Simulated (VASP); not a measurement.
# HC18F in VASP: a series of runs

Runs on HC18F. Level: PBE+D3(BJ). Tasks: single point.

Program: VASP 6.6.1. These are calculated values, not measurements. Logs are shortened: lines on timing, memory, paths and dates and some standing lists are left out, and cuts for length are marked.

### 1 The cell of the first run

The cell holds a slab with vacuum, 20 atoms: a = 7.398 Å, b = 7.398 Å, c = 11.000 Å, α = 90.00°, β = 90.00°, γ = 120.00°.

### 2 Single point, PBE+D3(BJ)

INCAR reads:

```
SYSTEM = HC18F
PREC = Accurate
ENCUT = 520
EDIFF = 1E-6
ISMEAR = 0
SIGMA = 0.02
LREAL = Auto
LASPH = .TRUE.
NELM = 80
ALGO = Normal
ISIF = 2
LWAVE = .FALSE.
LCHARG = .FALSE.
GGA = PE
IVDW = 12
NBANDS = 56
```

KPOINTS reads:

```
Automatic mesh
0
G
  2 2 1
  0 0 0
```

POSCAR reads:

```
HC18F
1.0
    7.3980000000      0.0000000000      0.0000000000
   -3.6990000000      6.4068560000      0.0000000000
    0.0000000000      0.0000000000     11.0000000000
C F H
18 1 1
Direct
   -0.0087945646     -0.0047908053      0.0806154545
    0.2116212756      0.1054401722      0.0805720000
   -0.0111488461      0.3280599720      0.0805388182
    0.2136596983      0.4403829273      0.0805887273
   -0.0092971059      0.6636069236      0.0805850909
    0.2119767015      0.7744881421      0.0807685455
    0.3222749726     -0.0051934990      0.0805870000
    0.5471958969      0.1073128536      0.0805652727
    0.3240306869      0.3302073591      0.0803459091
    0.5454631952      0.4409171987      0.0803486364
    0.3242569014      0.6617687365      0.0810714545
    0.5451025700      0.7722335261      0.0811312727
    0.6575361468     -0.0027717183      0.0807984545
    0.8787956746      0.1077349015      0.0805505455
    0.6578985451      0.3284899801      0.0804821818
    0.8783013660      0.4387879172      0.0806861818
    0.6558339462      0.6613388845      0.0807391818
    0.8806696891      0.7740214545      0.0806038182
    0.4836772589      0.7006940690      0.3742292727
    0.4731082041      0.6832185709      0.2896469091
```

Potentials or basis: VASP PAW PBE potentials, release 64 (C, F, H).

Started as:

```bash
> cat potpaw_PBE.64/C/POTCAR potpaw_PBE.64/F/POTCAR potpaw_PBE.64/H/POTCAR > POTCAR
> mpirun -np 1 vasp_std > vasp.out
```

OUTCAR:

```text
SYSTEM = HC18F
   PREC = Accurate
   ENCUT = 520
   EDIFF = 1E-6
   ISMEAR = 0
   LREAL = Auto
   LASPH = .TRUE.
   NELM = 80
   ISIF = 2
   GGA = PE
   IVDW = 12
 IVDW          = 12

 ion  position               nearest neighbor table
   1  0.991  0.995  0.081-   2 1.41  18 1.42  14 1.44
   2  0.212  0.105  0.081-   1 1.41   7 1.42   9 1.44
   3  0.989  0.328  0.081-  14 1.41  16 1.42   4 1.44
   4  0.214  0.440  0.081-   9 1.41  11 1.42   3 1.44
   5  0.991  0.664  0.081-  18 1.41   6 1.42  16 1.44
   6  0.212  0.774  0.081-   7 1.41   5 1.42  11 1.44
[... 10 lines left out ...]
  17  0.656  0.661  0.081-  10 1.41  12 1.42  18 1.44
  18  0.881  0.774  0.081-   5 1.41   1 1.42  17 1.44
  19  0.484  0.701  0.374-  20 0.94
  20  0.473  0.683  0.290-  19 0.94

  LATTYP: Found a hexagonal cell.
 ALAT       =     7.3980000000
 C/A-ratio  =     1.4868883482

  Lattice vectors:

 A1 = (   7.3980000000,   0.0000000000,   0.0000000000)
 A2 = (  -3.6990000000,   6.4068560000,   0.0000000000)
 A3 = (   0.0000000000,   0.0000000000,  11.0000000000)

Analysis of symmetry for initial positions (statically):
=====================================================================
 Subroutine PRICEL returns:
 Original cell was already a primitive cell.

 Routine SETGRP: Setting up the symmetry group for a
 hexagonal supercell.

 Subroutine GETGRP returns: Found  1 space group operations
 (whereof  1 operations were pure point group operations)
 out of a pool of 24 trial point group operations.

The static configuration has the point symmetry C_1 .

Analysis of symmetry for dynamics (positions and initial velocities):
=====================================================================
 Subroutine PRICEL returns:
 Original cell was already a primitive cell.

 Routine SETGRP: Setting up the symmetry group for a
 hexagonal supercell.

 Subroutine GETGRP returns: Found  1 space group operations
 (whereof  1 operations were pure point group operations)
 out of a pool of 24 trial point group operations.

The dynamic configuration has the point symmetry C_1 .

 Subroutine INISYM returns: Found  1 space group operations
 (whereof  1 operations are pure point group operations),
 and found     1 'primitive' translations

[... 112 lines left out ...]
   NSW    =      0    number of steps for IOM
   IBRION =     -1    ionic relax: 0-MD 1-quasi-New 2-CG
   NFREE  =      0    steps in history (QN), initial steepest desc. (CG)
   ISIF   =      2    stress and relaxation
   ISYM   =      2    0-nonsym 1-usesym 2-fastsym
   POTIM  = 0.5000    time-step for ionic-motion
   TEBEG  =    0.0;   TEEND  =   0.0 temperature during run
   PSTRESS=    0.0 pullay stress
   NELECT =      80.0000    total number of electrons
   NUPDOWN=      -1.0000    fix difference up-down
   EMIN   =  10.00;   EMAX   =-10.00  energy-range for DOS
   EFERMI =   0.00;   METHOD = LEGACY
   ISMEAR =     0;   SIGMA  =   0.02  broadening in eV -4-tet -1-fermi 0-gaus
   EFERMI_NEDOS =   21; number of points for ismear=-14 and -15
   IALGO  =     38    algorithm
   IMIX   =      4    mixing-type and parameters
     AMIX     =   0.40;   BMIX     =  1.00
     AMIX_MAG =   1.60;   BMIX_MAG =  1.00
  volume/ion in A,a.u.               =      26.07       175.92
  Fermi-wavevector in a.u.,A,eV,Ry     =   0.876437  1.656226 10.451210  0.768142
  Thomas-Fermi vector in A             =   1.996247
   LORBIT       =      0    0 simple, 1 ext, 2 COOP (PROOUT), +10 PAW based schemes
   GGA     = PE    functional components
   LHFCALC =     F    Hartree Fock is set to
   AEXX    =    0.0000 exact exchange contribution
   IVDW    =    12    specifies the selected vdW correction
   LEPSILON=     F    determine dielectric tensor
   LRPA    =     F    only Hartree local field effects (RPA)
 non-spin polarized calculation
 Gauss-broadening in eV      SIGMA  =   0.02
  energy-cutoff  :      520.00
  volume of cell :      521.38
 maximum number of plane-waves:     14099
 NGX is ok and might be reduce to    56
   NGX = 27   NGY = 27   NGZ = 41

 number of electron      80.0000003 magnetization

 Free energy of the ion-electron system (eV)
  ---------------------------------------------------
  ext. energy  EPLUGINS =         0.00000000
  ---------------------------------------------------
  free energy    TOTEN  =      -173.56682199 eV

  energy without entropy =     -173.56682199  energy(sigma->0) =     -173.56682199

 E-fermi :  -1.7682     XC(G=0):  -4.3121

 val. band max:       -1.8665662832   @ k =   0.0000   0.0000   0.0000
 cond. band min:      -1.6547813721   @ k =   0.0000   0.0000   0.0000
 fundamental gap:      0.2117849111
 Fermi energy:        -1.7681872172

 k-point     1 :       0.0000    0.0000    0.0000
  band No.  band energies     occupation
      1     -26.8165      2.00000
      2     -21.2854      2.00000
      3     -18.8147      2.00000
      4     -18.7647      2.00000
      5     -18.6836      2.00000
      6     -18.6690      2.00000
[... 209 lines left out ...]
     51       4.3322      0.00000
     52       4.5550      0.00000
 [bands above 52 left out]

------------------------ aborting loop because EDIFF is reached ----------------------------------------

 Edisp (eV)   -1.69511

 E8    (eV) :    -0.5200

  FORCE on cell =-STRESS in cart. coord.  units (eV):
  Direction    XX          YY          ZZ          XY          YZ          ZX
  --------------------------------------------------------------------------------------
  -------------------------------------------------------------------------------------
  Total       1.09140     1.19919    -0.09490     0.00440     0.06345    -0.00358
  in kB       3.35383     3.68507    -0.29164     0.01351     0.19498    -0.01099
  external pressure =        2.25 kB  Pullay stress =        0.00 kB

 VOLUME and BASIS-vectors are now :
 -----------------------------------------------------------------------------
  energy-cutoff  :      520.00
  volume of cell :      521.38
      direct lattice vectors                 reciprocal lattice vectors
     7.398000000  0.000000000  0.000000000     0.135171668  0.078041398  0.000000000
    -3.699000000  6.406856000  0.000000000     0.000000000  0.156082796  0.000000000
     0.000000000  0.000000000 11.000000000     0.000000000  0.000000000  0.090909091

 POSITION                                       TOTAL-FORCE (eV/Angst)
 -----------------------------------------------------------------------------------
      3.65166      6.37616      0.88677        -0.006568      0.029992     -0.000602
      1.17555      0.67554      0.88629         0.008392     -0.024292     -0.014432
      6.10203      2.10183      0.88593        -0.006702      0.030308      0.012993
     -0.04832      2.82147      0.88648         0.002717     -0.031569      0.004854
      4.87454      4.25163      0.88644        -0.008343      0.010660      0.013687
     -1.29663      4.96203      0.88845         0.012542     -0.028388      0.002140
[... 12 lines left out ...]
      0.98638      4.48925      4.11652         0.006576      0.009051      0.289480
      0.97283      4.37728      3.18612        -0.014138      0.014666     -0.332114
 -----------------------------------------------------------------------------------
    total drift:                                0.004903     -0.019416     -0.027134

  FREE ENERGIE OF THE ION-ELECTRON SYSTEM (eV)
  ---------------------------------------------------
  free  energy   TOTEN  =      -175.2619339430 eV

  energy  without entropy=     -175.2619339430  energy(sigma->0) =     -175.26193394
```

stdout:

```text
POSCAR found type information on POSCAR C F H
 POSCAR found :  3 types and      20 ions
 scaLAPACK will be used
 LDA part: xc-table for (Slater+PW92), standard interpolation
 POSCAR, INCAR and KPOINTS ok, starting setup
 FFT: planning ... GRIDC
 FFT: planning ... GRID_SOFT
 FFT: planning ... GRID
 WAVECAR not read
 entering main loop
```

Wall time 4.6 min (1 thread of AMD EPYC 7R13 (Zen 3), shared host); peak memory 0.56 GiB.

Results:

```
Free energy                : -175.2619 eV
Largest force              : 0.333 eV/Å
Band gap on the k mesh     : 0.21 eV, direct
Dispersion energy per atom : -0.085 eV
```

Forces in eV/Å, atoms in the order of the input:
```
C   -0.007  0.030 -0.001
C    0.008 -0.024 -0.014
C   -0.007  0.030  0.013
C    0.003 -0.032  0.005
C   -0.008  0.011  0.014
C    0.013 -0.028  0.002
C    0.004  0.024  0.009
C   -0.001 -0.023  0.007
C   -0.007  0.010  0.007
C    0.011 -0.028  0.014
C   -0.007  0.022 -0.006
C    0.001 -0.013  0.014
C   -0.005  0.018 -0.008
C    0.009 -0.024  0.008
C   -0.001  0.030  0.001
C    0.000 -0.020 -0.022
C   -0.004  0.021 -0.009
C    0.005 -0.027  0.009
F    0.007  0.009  0.289
H   -0.014  0.015 -0.332
```

Caveat: the k points lie up to 0.49 Å⁻¹ apart.

### 3 Single point, PBE+D3(BJ)

INCAR reads:

```
SYSTEM = HC18F
ALGO = Normal
EDIFF = 1E-6
ENCUT = 520
GGA = PE
ISIF = 2
ISMEAR = 0
IVDW = 12
LASPH = .TRUE.
LCHARG = .FALSE.
LREAL = Auto
LWAVE = .FALSE.
NBANDS = 56
NELM = 100
PREC = Accurate
SIGMA = 0.02
```

KPOINTS reads:

```
k-points
0
G
  2 2 1
  0 0 0
```

POSCAR reads:

```
HC18F
1.0
    7.3980000000      0.0000000000      0.0000000000
   -3.6990000000      6.4068560000      0.0000000000
    0.0000000000      0.0000000000     11.0000000000
C F H
18 1 1
Direct
   -0.0097795769     -0.0055094105      0.0793049091
    0.2114761197      0.1051387763      0.0792748182
   -0.0117187827      0.3281701665      0.0791708182
    0.2131295708      0.4406081548      0.0790636364
   -0.0094121414      0.6632860174      0.0792960909
    0.2110324236      0.7737298919      0.0793160909
    0.3216838704     -0.0051137407      0.0793070000
    0.5466120687      0.1074366273      0.0792730909
    0.3238595735      0.3298937888      0.0790384545
    0.5444040250      0.4400843409      0.0792513636
    0.3231909720      0.6610186026      0.0794406364
    0.5448059505      0.7719219848      0.0798550000
    0.6573789188     -0.0030737385      0.0795139091
    0.8778015002      0.1070258173      0.0792602727
    0.6569049886      0.3277507720      0.0792440000
    0.8781509216      0.4384832436      0.0793849091
    0.6552042282      0.6614233253      0.0797557273
    0.8801852700      0.7741753522      0.0794650000
    0.5272443887      0.6992646627      0.3716700909
    0.5249659524      0.6870154410      0.2867810000
```

Potentials or basis: VASP PAW PBE potentials, release 64 (C, F, H).

Started as:

```bash
> cat potpaw_PBE.64/C/POTCAR potpaw_PBE.64/F/POTCAR potpaw_PBE.64/H/POTCAR > POTCAR
> mpirun -np 1 vasp_std > vasp.out
```

OUTCAR:

```text
SYSTEM = HC18F
   EDIFF = 1E-6
   ENCUT = 520
   GGA = PE
   ISIF = 2
   ISMEAR = 0
   IVDW = 12
   LASPH = .TRUE.
   LREAL = Auto
   NELM = 100
   PREC = Accurate
 IVDW          = 12

 ion  position               nearest neighbor table
   1  0.990  0.994  0.079-  18 1.41   2 1.42  14 1.44
   2  0.211  0.105  0.079-   7 1.41   1 1.42   9 1.44
   3  0.988  0.328  0.079-  16 1.41  14 1.42   4 1.44
   4  0.213  0.441  0.079-  11 1.41   9 1.42   3 1.44
   5  0.991  0.663  0.079-   6 1.41  18 1.42  16 1.44
   6  0.211  0.774  0.079-   5 1.41   7 1.42  11 1.44
[... 10 lines left out ...]
  17  0.655  0.661  0.080-  12 1.42  10 1.42  18 1.44
  18  0.880  0.774  0.079-   1 1.41   5 1.42  17 1.44
  19  0.527  0.699  0.372-  20 0.94
  20  0.525  0.687  0.287-  19 0.94

  LATTYP: Found a hexagonal cell.
 ALAT       =     7.3980000000
 C/A-ratio  =     1.4868883482

  Lattice vectors:

 A1 = (   7.3980000000,   0.0000000000,   0.0000000000)
 A2 = (  -3.6990000000,   6.4068560000,   0.0000000000)
 A3 = (   0.0000000000,   0.0000000000,  11.0000000000)

Analysis of symmetry for initial positions (statically):
=====================================================================
 Subroutine PRICEL returns:
 Original cell was already a primitive cell.

 Routine SETGRP: Setting up the symmetry group for a
 hexagonal supercell.

 Subroutine GETGRP returns: Found  1 space group operations
 (whereof  1 operations were pure point group operations)
 out of a pool of 24 trial point group operations.

The static configuration has the point symmetry C_1 .

Analysis of symmetry for dynamics (positions and initial velocities):
=====================================================================
 Subroutine PRICEL returns:
 Original cell was already a primitive cell.

[... 144 lines left out ...]
  Fermi-wavevector in a.u.,A,eV,Ry     =   0.876437  1.656226 10.451210  0.768142
  Thomas-Fermi vector in A             =   1.996247
   LORBIT       =      0    0 simple, 1 ext, 2 COOP (PROOUT), +10 PAW based schemes
   GGA     = PE    functional components
   LHFCALC =     F    Hartree Fock is set to
   AEXX    =    0.0000 exact exchange contribution
   IVDW    =    12    specifies the selected vdW correction
   LEPSILON=     F    determine dielectric tensor
   LRPA    =     F    only Hartree local field effects (RPA)
 non-spin polarized calculation
 Gauss-broadening in eV      SIGMA  =   0.02
  energy-cutoff  :      520.00
  volume of cell :      521.38
 maximum number of plane-waves:     14099
 NGX is ok and might be reduce to    56
   NGX = 27   NGY = 27   NGZ = 41

 number of electron      80.0000004 magnetization

 Free energy of the ion-electron system (eV)
  ---------------------------------------------------
  ext. energy  EPLUGINS =         0.00000000
  ---------------------------------------------------
  free energy    TOTEN  =      -173.56837639 eV

  energy without entropy =     -173.56837639  energy(sigma->0) =     -173.56837639

 E-fermi :  -1.7565     XC(G=0):  -4.3105

 val. band max:       -1.8723005925   @ k =   0.0000   0.0000   0.0000
 cond. band min:      -1.6614585314   @ k =   0.0000   0.0000   0.0000
 fundamental gap:      0.2108420611
 Fermi energy:        -1.7565446167

 k-point     1 :       0.0000    0.0000    0.0000
  band No.  band energies     occupation
      1     -26.8030      2.00000
      2     -21.2901      2.00000
      3     -18.8197      2.00000
      4     -18.7696      2.00000
      5     -18.6884      2.00000
      6     -18.6733      2.00000
[... 209 lines left out ...]
     51       4.3305      0.00000
     52       4.5433      0.00000
 [bands above 52 left out]

------------------------ aborting loop because EDIFF is reached ----------------------------------------

 Edisp (eV)   -1.69595

 E8    (eV) :    -0.5202

  FORCE on cell =-STRESS in cart. coord.  units (eV):
  Direction    XX          YY          ZZ          XY          YZ          ZX
  --------------------------------------------------------------------------------------
  -------------------------------------------------------------------------------------
  Total       1.09371     1.21038    -0.05113     0.00520     0.04682     0.01251
  in kB       3.36095     3.71946    -0.15711     0.01599     0.14386     0.03845
  external pressure =        2.31 kB  Pullay stress =        0.00 kB

 VOLUME and BASIS-vectors are now :
 -----------------------------------------------------------------------------
  energy-cutoff  :      520.00
  volume of cell :      521.38
      direct lattice vectors                 reciprocal lattice vectors
     7.398000000  0.000000000  0.000000000     0.135171668  0.078041398  0.000000000
    -3.699000000  6.406856000  0.000000000     0.000000000  0.156082796  0.000000000
     0.000000000  0.000000000 11.000000000     0.000000000  0.000000000  0.090909091

 POSITION                                       TOTAL-FORCE (eV/Angst)
 -----------------------------------------------------------------------------------
      3.64703      6.37156      0.87235        -0.008208      0.033982      0.005054
      1.17559      0.67361      0.87202         0.007954     -0.029596     -0.015163
      6.09740      2.10254      0.87088        -0.000769      0.034316      0.009295
     -0.05308      2.82291      0.86970        -0.003122     -0.031017      0.007795
      4.87487      4.24958      0.87226        -0.005221      0.018282      0.012329
     -1.30081      4.95718      0.87248         0.008516     -0.030433      0.006564
[... 12 lines left out ...]
      1.31397      4.48009      4.08837        -0.010364     -0.000853      0.293432
      1.34243      4.40161      3.15459         0.014172      0.021455     -0.328627
 -----------------------------------------------------------------------------------
    total drift:                                0.022579      0.003696     -0.021125

  FREE ENERGIE OF THE ION-ELECTRON SYSTEM (eV)
  ---------------------------------------------------
  free  energy   TOTEN  =      -175.2643236306 eV

  energy  without entropy=     -175.2643236306  energy(sigma->0) =     -175.26432363
```

Wall time 4.4 min (1 thread of AMD EPYC 7R13 (Zen 3), shared host); peak memory 0.56 GiB.

Results:

- Free energy: -175.2643 eV
- Largest force: 0.330 eV/Å
- Band gap on the k mesh: 0.21 eV, direct
- Dispersion energy per atom: -0.085 eV

Forces in eV/Å, atoms in the order of the input:
```
C   -0.008  0.034  0.005
C    0.008 -0.030 -0.015
C   -0.001  0.034  0.009
C   -0.003 -0.031  0.008
C   -0.005  0.018  0.012
C    0.009 -0.030  0.007
C   -0.003  0.035  0.001
C    0.002 -0.036  0.011
C   -0.008  0.019  0.005
C    0.005 -0.036  0.006
C   -0.002  0.030 -0.013
C    0.000 -0.018  0.018
C   -0.005  0.025 -0.011
C    0.011 -0.030  0.003
C   -0.001  0.035  0.008
C   -0.002 -0.029 -0.016
C   -0.002  0.027 -0.008
C    0.002 -0.038  0.006
F   -0.010 -0.001  0.293
H    0.014  0.021 -0.329
```

Caveat: the k points lie up to 0.49 Å⁻¹ apart.
